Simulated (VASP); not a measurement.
Input of a VASP 6.6.1 run:

Contents of INCAR:

```
SYSTEM = SiNi
PREC = Accurate
ENCUT = 520
EDIFF = 1E-6
ISMEAR = -1
SIGMA = 0.05
LREAL = .False.
LASPH = .True.
NELM = 150
ALGO = Normal
ISIF = 2
LWAVE = .False.
LCHARG = .False.
ISPIN = 2
MAGMOM = 1 1 0 0
LORBIT = 11
LMAXMIX = 4
GGA = PE
NBANDS = 26
```

File KPOINTS:

```
regular mesh
0
Gamma
  9 8 6
  0 0 0
```

POSCAR

```
SiNi
1.0
    2.9029986135      0.0000000000      0.0000000000
    0.0000000000      3.2359913818      0.0000000000
    0.0000000000      0.0000000000      4.6142302706
Ni Si
2 2
Direct
    0.5000000000      0.5000000000      0.3424955900
    0.0000000000      0.0000000000      0.6575044100
    0.5000000000      0.5000000000      0.8431431600
    0.0000000000      0.0000000000      0.1568568400
```

Potentials or basis: VASP PAW PBE potentials, release 64 (Ni, Si).

Run with:

```bash
$ cat potpaw_PBE.64/Ni/POTCAR potpaw_PBE.64/Si/POTCAR > POTCAR
$ mpirun -np 1 vasp_std > vasp.out
```

Question: Predict the pressure.

Answer: 16.3 GPa.

Question: Predict the net moment.

Answer: 0.00 μB per cell.

Question: Estimate the band gap on the k mesh.

Answer: Zero (filled and empty bands overlap).

Stress tensor (GPa, compression positive):
```
14.77  0.00  0.00
 0.00 16.22  0.00
 0.00  0.00 17.82
```
